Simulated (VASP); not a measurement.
# Sn3GeO (R3) in VASP: a series of runs

Runs on Sn3GeO. Level: PBE. Tasks: single point, relaxation of cell and atoms.

Everything below comes from runs of VASP 6.6.1. Logs are shortened: lines on timing, memory, paths and dates and some standing lists are left out, and cuts for length are marked.

## Step 1: The cell of the first run

The structure is trigonal, space group R3 (No. 146). Conventional cell: a = 6.556 Å, b = 6.556 Å, c = 8.029 Å, α = 90.00°, β = 90.00°, γ = 120.00°. Sn (site symmetry 1) has 2 Ge at 2.40 to 2.42 Å and 4 Sn at 2.87 to 2.96 Å and 2 O at 2.88 to 3.01 Å within 3.2 Å. Within 3.2 Å of Ge (site symmetry 3) lie 6 Sn at 2.40 to 2.42 Å. O (site symmetry 3) has 12 Sn at 2.88 to 3.71 Å and 1 Ge at 3.76 Å within 3.8 Å.

## Step 2: Single point, PBE

The input, INCAR:

```
SYSTEM = Sn3GeO
PREC = Accurate
ENCUT = 520
EDIFF = 1E-6
ISMEAR = 0
SIGMA = 0.1
LREAL = .False.
LASPH = .True.
NELM = 100
ALGO = Normal
ISIF = 2
LWAVE = .False.
LCHARG = .False.
GGA = PE
NBANDS = 39
```

The input, KPOINTS:

```
Automatic mesh
0
Gamma
  4 4 4
  0 0 0
```

The input, POSCAR:

```
Sn3GeO
1.0
    3.2778226300      1.8924517800      2.6763309300
   -3.2778226300      1.8924517800      2.6763309300
    0.0000000000     -3.7849035500      2.6763309300
Sn Ge O
3 1 1
Direct
    0.5299999700      0.8895000200      0.0175000000
    0.0175000000      0.5299999700      0.8895000200
    0.8895000200      0.0175000000      0.5299999700
    0.0319000000      0.0319000000      0.0319000000
    0.5000000000      0.5000000000      0.5000000000
```

Potentials or basis: VASP PAW PBE potentials, release 64 (Sn_d, Ge_d, O).

On the command line:

```console
$ cat potpaw_PBE.64/Sn_d/POTCAR potpaw_PBE.64/Ge_d/POTCAR potpaw_PBE.64/O/POTCAR > POTCAR
$ mpirun -np 1 vasp_std > vasp.out
```

OUTCAR:

```text
SYSTEM = Sn3GeO
   PREC = Accurate
   ENCUT = 520
   EDIFF = 1E-6
   ISMEAR = 0
   LREAL = .False.
   LASPH = .True.
   NELM = 100
   ISIF = 2
   GGA = PE

 ion  position               nearest neighbor table
   1  0.530  0.890  0.017-   4 2.40   4 2.42   3 2.87   2 2.87   3 2.96   2 2.96
   2  0.017  0.530  0.890-   4 2.40   4 2.42   3 2.87   1 2.87   3 2.96   1 2.96
   3  0.890  0.017  0.530-   4 2.40   4 2.42   1 2.87   2 2.87   1 2.96   2 2.96
   4  0.032  0.032  0.032-   3 2.40   2 2.40   1 2.40   3 2.42   2 2.42   1 2.42
   5  0.500  0.500  0.500-

  LATTYP: Found a simple cubic cell.
 ALAT       =     4.6355411960

  Lattice vectors:

 A1 = (   3.2778226300,   1.8924517800,   2.6763309300)
 A2 = (  -3.2778226300,   1.8924517800,   2.6763309300)
 A3 = (   0.0000000000,  -3.7849035500,   2.6763309300)

Analysis of symmetry for initial positions (statically):
=====================================================================
 Subroutine PRICEL returns:
 Original cell was already a primitive cell.

 Routine SETGRP: Setting up the symmetry group for a
 simple cubic supercell.

 Subroutine GETGRP returns: Found  3 space group operations
 (whereof  3 operations were pure point group operations)
 out of a pool of 48 trial point group operations.

The static configuration has the point symmetry C_3 .

Analysis of symmetry for dynamics (positions and initial velocities):
=====================================================================
 Subroutine PRICEL returns:
 Original cell was already a primitive cell.

 Routine SETGRP: Setting up the symmetry group for a
 simple cubic supercell.

 Subroutine GETGRP returns: Found  3 space group operations
 (whereof  3 operations were pure point group operations)
 out of a pool of 48 trial point group operations.

The dynamic configuration has the point symmetry C_3 .

 Subroutine INISYM returns: Found  3 space group operations
 (whereof  3 operations are pure point group operations),
 and found     1 'primitive' translations

----------------------------------------------------------------------------------------

                                     Primitive cell

  volume of cell :      99.6096

  direct lattice vectors                    reciprocal lattice vectors
     3.277822630  1.892451780  2.676330930     0.152540286  0.088069175  0.124548623
    -3.277822630  1.892451780  2.676330930    -0.152540286  0.088069175  0.124548623
     0.000000000 -3.784903550  2.676330930     0.000000000 -0.176138350  0.124548624

  length of vectors
     4.635541196  4.635541196  4.635541191     0.215724542  0.215724542  0.215724542

  position of ions in fractional coordinates (direct lattice)
     0.529999970  0.889500020  0.017500000
     0.017500000  0.529999970  0.889500020
     0.889500020  0.017500000  0.529999970
     0.031900000  0.031900000  0.031900000
     0.500000000  0.500000000  0.500000000

  ion indices of the primitive-cell ions
   primitive index   ion index
                 1           1
                 2           2
                 3           3
                 4           4
                 5           5

----------------------------------------------------------------------------------------

 KPOINTS: Automatic mesh

Automatic generation of k-mesh.
 Grid dimensions read from file:
 generate k-points for:    4    4    4

 Generating k-lattice:

  Cartesian coordinates                     Fractional coordinates (reciprocal lattice)
     0.038135071  0.022017294  0.031137156     0.250000000 -0.000000000 -0.000000000
    -0.038135071  0.022017294  0.031137156    -0.000000000  0.250000000 -0.000000000
     0.000000000 -0.044034587  0.031137156     0.000000000  0.000000000  0.250000000

  Length of vectors
     0.053931135  0.053931135  0.053931135

  Shift w.r.t. Gamma in fractional coordinates (k-lattice)
     0.000000000  0.000000000  0.000000000

 Subroutine IBZKPT returns following result:
 ===========================================

 Found     14 irreducible k-points:

 Following reciprocal coordinates:
            Coordinates               Weight
  0.000000  0.000000  0.000000      1.000000
  0.250000  0.000000  0.000000      6.000000
  0.500000  0.000000  0.000000      3.000000
  0.250000  0.250000  0.000000      6.000000
 -0.250000  0.250000  0.000000      6.000000
  0.500000  0.250000 -0.000000      6.000000
 -0.250000  0.500000  0.000000      6.000000
  0.500000  0.500000  0.000000      3.000000
  0.250000  0.250000  0.250000      2.000000
 -0.250000  0.250000  0.250000      6.000000
  0.500000  0.250000  0.250000      6.000000
 -0.250000  0.500000  0.250000      6.000000
  0.500000  0.500000  0.250000      6.000000
  0.500000  0.500000  0.500000      1.000000
   k-points           NKPTS =     14   k-points in BZ     NKDIM =     14   number of bands    NBANDS=     39
   number of dos      NEDOS =    301   number of ions     NIONS =      5
   total plane-waves  NPLWV =  46656
   dimension x,y,z NGX =    36 NGY =   36 NGZ =   36
   dimension x,y,z NGXF=    72 NGYF=   72 NGZF=   72
   ions per type =               3   1   1
   NGX,Y,Z   is equivalent  to a cutoff of  12.91, 12.91, 12.91 a.u.
   NGXF,Y,Z  is equivalent  to a cutoff of  25.82, 25.82, 25.82 a.u.
 SYSTEM =  Sn3GeO
   PREC   = accura    normal or accurate (medium, high low for compatibility)
   ISTART =      0    job   : 0-new  1-cont  2-samecut
   ICHARG =      2    charge: 1-file 2-atom 10-const
   ISPIN  =      1    spin polarized calculation?
   LNONCOLLINEAR =      F non collinear calculations
   LSORBIT =      F    spin-orbit coupling
   LASPH  =      T    aspherical Exc in radial PAW
   ENCUT  =  520.0 eV  38.22 Ry    6.18 a.u.   8.62  8.62  8.62*2*pi/ulx,y,z
   NELM   =    100;   NELMIN=  2; NELMDL= -5     # of ELM steps
   EDIFF  = 0.1E-05   stopping-criterion for ELM
   LREAL  =      F    real-space projection
   EDIFFG = 0.1E-04   stopping-criterion for IOM
   NSW    =      0    number of steps for IOM
   IBRION =     -1    ionic relax: 0-MD 1-quasi-New 2-CG
   NFREE  =      0    steps in history (QN), initial steepest desc. (CG)
   ISIF   =      2    stress and relaxation
   ISYM   =      2    0-nonsym 1-usesym 2-fastsym
   POTIM  = 0.5000    time-step for ionic-motion
   TEBEG  =    0.0;   TEEND  =   0.0 temperature during run
   PSTRESS=    0.0 pullay stress
   NELECT =      62.0000    total number of electrons
   NUPDOWN=      -1.0000    fix difference up-down
   EMIN   =  10.00;   EMAX   =-10.00  energy-range for DOS
   EFERMI =   0.00;   METHOD = LEGACY
   ISMEAR =     0;   SIGMA  =   0.10  broadening in eV -4-tet -1-fermi 0-gaus
   EFERMI_NEDOS =   21; number of points for ismear=-14 and -15
   IALGO  =     38    algorithm
   IMIX   =      4    mixing-type and parameters
     AMIX     =   0.40;   BMIX     =  1.00
     AMIX_MAG =   1.60;   BMIX_MAG =  1.00
  volume/ion in A,a.u.               =      19.92       134.44
  Fermi-wavevector in a.u.,A,eV,Ry     =   1.397778  2.641418 26.582846  1.953784
  Thomas-Fermi vector in A             =   2.521001
   LORBIT       =      0    0 simple, 1 ext, 2 COOP (PROOUT), +10 PAW based schemes
   GGA     = PE    functional components
   LHFCALC =     F    Hartree Fock is set to
   AEXX    =    0.0000 exact exchange contribution
   IVDW    =     0    specifies the selected vdW correction
   LEPSILON=     F    determine dielectric tensor
   LRPA    =     F    only Hartree local field effects (RPA)
 non-spin polarized calculation
 Gauss-broadening in eV      SIGMA  =   0.10
  energy-cutoff  :      520.00
  volume of cell :       99.61
 maximum number of plane-waves:      2730
 NGX is ok and might be reduce to    36
   NGX = 17   NGY = 17   NGZ = 17

 number of electron      61.9999995 magnetization

 Free energy of the ion-electron system (eV)
  ---------------------------------------------------
  ext. energy  EPLUGINS =         0.00000000
  ---------------------------------------------------
  free energy    TOTEN  =       -14.67414004 eV

  energy without entropy =      -14.64625252  energy(sigma->0) =      -14.66019628

 E-fermi :   8.0841     XC(G=0): -10.7120

 val. band max:        8.0644609024   @ k =  -0.2500   0.2500   0.2500
 cond. band min:       8.0889434168   @ k =   0.5000   0.2500   0.2500
 fundamental gap:      0.0244825144
 Fermi energy:         8.0841025160

 k-point     1 :       0.0000    0.0000    0.0000
  band No.  band energies     occupation
      1     -17.3445      2.00000
      2     -17.3445      2.00000
      3     -17.2473      2.00000
      4     -17.2473      2.00000
      5     -17.2445      2.00000
      6     -14.1992      2.00000
[... 31 lines left out ...]
     38      13.6984      0.00000
     39      13.6984      0.00000

 k-point     2 :       0.2500    0.0000    0.0000
  band No.  band energies     occupation
      1     -17.3466      2.00000
      2     -17.3369      2.00000
      3     -17.2558      2.00000
      4     -17.2477      2.00000
      5     -17.2414      2.00000
      6     -14.1563      2.00000
[... 31 lines left out ...]
     38      13.4595      0.00000
     39      15.1955      0.00000

 k-point     3 :       0.5000    0.0000    0.0000
  band No.  band energies     occupation
      1     -17.3479      2.00000
      2     -17.3234      2.00000
      3     -17.2721      2.00000
      4     -17.2477      2.00000
      5     -17.2378      2.00000
      6     -14.0994      2.00000
[... 31 lines left out ...]
     38      13.1822      0.00000
     39      13.7621      0.00000

 k-point     4 :       0.2500    0.2500    0.0000
  band No.  band energies     occupation
      1     -17.3441      2.00000
      2     -17.3330      2.00000
      3     -17.2578      2.00000
      4     -17.2513      2.00000
      5     -17.2422      2.00000
      6     -14.1185      2.00000
[... 31 lines left out ...]
     38      15.0106      0.00000
     39      15.4378      0.00000
[... 334 lines left out ...]
     38      13.8122      0.00000
     39      15.3459      0.00000

 k-point    13 :       0.5000    0.5000    0.2500
  band No.  band energies     occupation
      1     -17.3313      2.00000
      2     -17.3151      2.00000
      3     -17.2707      2.00000
      4     -17.2625      2.00000
      5     -17.2479      2.00000
      6     -14.0052      2.00000
[... 31 lines left out ...]
     38      13.8155      0.00000
     39      14.2599      0.00000

 k-point    14 :       0.5000    0.5000    0.5000
  band No.  band energies     occupation
      1     -17.3166      2.00000
      2     -17.3166      2.00000
      3     -17.2702      2.00000
      4     -17.2616      2.00000
      5     -17.2616      2.00000
      6     -13.9845      2.00000
[... 31 lines left out ...]
     38      14.2199      0.00000
     39      15.4325      0.00000

------------------------ aborting loop because EDIFF is reached ----------------------------------------

  FORCE on cell =-STRESS in cart. coord.  units (eV):
  Direction    XX          YY          ZZ          XY          YZ          ZX
  --------------------------------------------------------------------------------------
  -------------------------------------------------------------------------------------
  Total       18.6181235     18.6181234     22.3100005      0.0000003      0.0000000      0.0000000
  in kB      299.4643671    299.4643668    358.8465932      0.0000053      0.0000004      0.0000000
  external PRESSURE =     319.2584424 kB  Pullay stress =       0.0000000 kB

 VOLUME and BASIS-vectors are now :
 -----------------------------------------------------------------------------
  energy-cutoff  :      520.00
  volume of cell :       99.61
      direct lattice vectors                 reciprocal lattice vectors
     3.277822630  1.892451780  2.676330930     0.152540286  0.088069175  0.124548623
    -3.277822630  1.892451780  2.676330930    -0.152540286  0.088069175  0.124548623
     0.000000000 -3.784903550  2.676330930     0.000000000 -0.176138350  0.124548624

 POSITION                                       TOTAL-FORCE (eV/Angst)
 -----------------------------------------------------------------------------------
     -1.17838      2.62010      3.84589         0.225867     -1.909235     -1.605565
     -1.67988     -2.33055      3.84589         1.540512      1.150224     -1.605565
      2.85826     -0.28954      3.84589        -1.766379      0.759011     -1.605565
      0.00000      0.00000      0.25612         0.000000      0.000000      4.070784
      0.00000      0.00000      4.01450         0.000000      0.000000      0.745911
 -----------------------------------------------------------------------------------
    total drift:                               -0.000000     -0.000027     -0.000133

  FREE ENERGIE OF THE ION-ELECTRON SYSTEM (eV)
  ---------------------------------------------------
  free  energy   TOTEN  =       -14.6741400448 eV

  energy  without entropy=      -14.6462525225  energy(sigma->0) =      -14.66019628
```

Run time: 71 s. Hardware: 1 thread of AMD EPYC 7R13, shared host; peak memory 0.2 GiB.

What came out:

```
Free energy            : -14.6741 eV
Pressure               : 31.9 GPa
Largest force          : 4.071 eV/Å
Band gap on the k mesh : zero (band 31 reaches 8.18 eV, above the bottom of band 32 at 8.03 eV)
```

Forces on the atoms (eV/Å):
```
Sn   0.226 -1.909 -1.606
Sn   1.541  1.150 -1.606
Sn  -1.766  0.759 -1.606
Ge   0.000  0.000  4.071
O    0.000  0.000  0.746
```

Caveat: spin-orbit coupling is left out, which moves the levels of the heavy elements; forces of over 1 eV/Å act on the atoms, so gaps and moduli don't describe the material at rest.

## Step 3: Single point, PBE

This run uses another cell than the first one, of 24.05 Å³/atom, 1.207 times its volume.

The input, INCAR:

```
SYSTEM = Sn3GeO
PREC = Accurate ; ENCUT = 520
EDIFF = 1E-6 ; ISMEAR = 0
SIGMA = 0.1 ; LREAL = .False.
LASPH = .True. ; NELM = 60
ALGO = Normal ; ISIF = 2
LWAVE = .False. ; LCHARG = .False.
GGA = PE ; NBANDS = 39
```

The input, KPOINTS:

```
regular mesh
0
Gamma
  4 4 4
  0 0 0
```

The input, POSCAR:

```
Sn3GeO
1.0
    3.4334832487      1.9823224797      2.9450959783
   -3.4334832487      1.9823224797      2.9450959783
    0.0000000000     -3.9646449539      2.9450959820
Sn Ge O
3 1 1
Direct
    0.5607970403      0.7319607177      0.1090296477
    0.1090296477      0.5607970403      0.7319607177
    0.7319607177      0.1090296477      0.5607970403
    0.1694718413      0.1694718413      0.1694718413
    0.3976407430      0.3976407430      0.3976407430
```

Potentials or basis: VASP PAW PBE potentials, release 64 (Sn_d, Ge_d, O).

On the command line:

```console
$ cat potpaw_PBE.64/Sn_d/POTCAR potpaw_PBE.64/Ge_d/POTCAR potpaw_PBE.64/O/POTCAR > POTCAR
$ mpirun -np 1 vasp_std > vasp.out
```

Run time: 97 s. Hardware: 1 thread of AMD EPYC 7R13, shared host; peak memory 0.24 GiB.

Results (log left out):

* Free energy: -22.5475 eV
* Pressure: 0.0 GPa
* Largest force: 0.031 eV/Å
* Band gap on the k mesh: zero (band 31 reaches 6.10 eV, above the bottom of band 32 at 5.87 eV)

Forces on the atoms (eV/Å):
```
Sn  -0.007  0.003  0.006
Sn   0.001 -0.008  0.006
Sn   0.007  0.005  0.006
Ge   0.000  0.000 -0.031
O    0.000  0.000  0.013
```

Stress tensor (GPa, compression positive):
```
-0.09  0.00  0.00
 0.00 -0.09  0.00
 0.00  0.00  0.08
```

Levels at points of the mesh, in eV from the Fermi level:
| k point | band 29 | band 30 | band 31 | band 32 | band 33 | band 34 |
| --- | --- | --- | --- | --- | --- | --- |
| (0.00, 0.00, 0.00) | -1.23 | -1.23 | -0.14 | 1.03 | 1.03 | 2.80 |
| (0.50, 0.00, 0.00) | -1.73 | -1.50 | -0.09 | 1.00 | 1.33 | 2.38 |
| (0.50, 0.50, 0.00) | -1.23 | -0.53 | -0.28 | 0.22 | 0.57 | 2.54 |
| (0.50, 0.50, 0.50) | -2.09 | -1.03 | -1.03 | -0.30 | 4.82 | 4.82 |

Caveat: spin-orbit coupling is left out, which moves the levels of the heavy elements.

## Step 4: Single point, PBE

This run uses another cell than the first one, of 24.03 Å³/atom, 1.206 times its volume.

The input, INCAR:

```
PREC = Accurate
ENCUT = 520
EDIFF = 1E-6
ISMEAR = 0
SIGMA = 0.1
LREAL = False
LASPH = True
NELM = 100
ALGO = Normal
ISIF = 2
LWAVE = False
LCHARG = False
GGA = PE
NBANDS = 39
```

The input, KPOINTS:

```
Automatic mesh
0
Gamma
  6 6 6
```

The input, POSCAR:

```
Sn3GeO
1.0
    3.4206549516      1.9749160572      2.9642489336
   -3.4206549516      1.9749160572      2.9642489336
    0.0000000000     -3.9498321143      2.9642489336
Sn Ge O
3 1 1
Direct
    0.5562534139      0.7350704477      0.1076786863
    0.1076786863      0.5562534139      0.7350704477
    0.7350704477      0.1076786863      0.5562534139
    0.1716176366      0.1716176366      0.1716176366
    0.3982798054      0.3982798054      0.3982798054
```

On the command line:

```console
$ cat potpaw_PBE.64/Sn_d/POTCAR potpaw_PBE.64/Ge_d/POTCAR potpaw_PBE.64/O/POTCAR > POTCAR
$ mpirun -np 1 vasp_std > vasp.out
```

Wall time 4.8 min (1 thread of AMD EPYC 7R13, shared host); peak memory 0.31 GiB.

It converged, with:

| Quantity | Value |
| --- | --- |
| Free energy | -22.5291 eV |
| Pressure | 0.2 GPa |
| Largest force | 0.030 eV/Å |
| Band gap on the k mesh | zero (band 31 reaches 6.11 eV, above the bottom of band 32 at 5.89 eV) |

Forces on the atoms (eV/Å):
```
Sn  -0.002  0.022  0.007
Sn  -0.018 -0.013  0.007
Sn   0.020 -0.009  0.007
Ge   0.000  0.000 -0.030
O    0.000  0.000  0.007
```

Stress tensor (GPa, compression positive):
```
0.29 0.00 0.00
0.00 0.29 0.00
0.00 0.00 0.04
```

Levels at points of the mesh, in eV from the Fermi level:
```csv
k point,band 27,band 28,band 29,band 30,band 31,band 32,band 33,band 34,band 35,band 36
"(0.00, 0.00, 0.00)",-3.88,-3.34,-1.19,-1.19,-0.09,0.94,0.94,2.82,3.71,3.71
"(0.50, 0.00, 0.00)",-3.70,-2.92,-1.75,-1.51,-0.12,0.98,1.33,2.37,3.27,3.70
"(0.50, 0.50, 0.00)",-3.96,-3.29,-1.27,-0.56,-0.30,0.21,0.57,2.56,3.22,3.45
"(0.50, 0.50, 0.50)",-4.73,-4.73,-2.14,-1.04,-1.04,-0.31,4.82,4.82,5.20,5.55
```

Caveat: spin-orbit coupling is left out, which moves the levels of the heavy elements.

[end of part 1 of 2]
